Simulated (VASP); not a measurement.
Here is a VASP 6.6.1 calculation.

POSCAR

```
Ru
1.0
    2.7039742935      0.0000000000      0.0000000000
   -1.3519871468      2.3417104294      0.0000000000
    0.0000000000      0.0000000000      4.2623377203
Ru
2
Direct
    0.3333333333      0.6666666667      0.2500000000
    0.6666666667      0.3333333333      0.7500000000
```

Contents of INCAR.step1:

```
SYSTEM = Ru
PREC = Accurate
ENCUT = 620
ISMEAR = -1
SIGMA = 0.05
LREAL = .FALSE.
LASPH = .TRUE.
NELM = 120
NBANDS = 23
GGA = PE
ALGO = Normal
EDIFF = 1E-5
LWAVE = .TRUE.
LCHARG = .FALSE.
GGA_COMPAT = .FALSE.
```

INCAR.step2

```
SYSTEM = Ru
PREC = Accurate
ENCUT = 620
EDIFF = 1E-6
ISMEAR = -1
SIGMA = 0.05
LREAL = .FALSE.
LASPH = .TRUE.
NELM = 120
ALGO = Normal
ISIF = 2
LWAVE = .FALSE.
LCHARG = .FALSE.
METAGGA = R2SCAN
LMIXTAU = .TRUE.
NBANDS = 23
ISTART = 1
GGA_COMPAT = .FALSE.
```

The input KPOINTS:

```
regular mesh
0
G
  21 21 12
  0 0 0
```

Potentials or basis: VASP PAW PBE potentials, release 64 (Ru_sv).

The run is started by

```sh
$ cat potpaw_PBE.64/Ru_sv/POTCAR > POTCAR
$ cp INCAR.step1 INCAR
$ mpirun -np 1 vasp_std > vasp.out
$ cp INCAR.step2 INCAR
$ mpirun -np 1 vasp_std > vasp.out
```

(1) Estimate the band gap on the k mesh.

(2) Estimate the pressure.

Answers

(1) zero (bands 16 and 17 overlap by 3.35 eV).

(2) 0.1 GPa.

Caveat: the PAW data sets were made with another functional, which shifts forces and pressure a little.
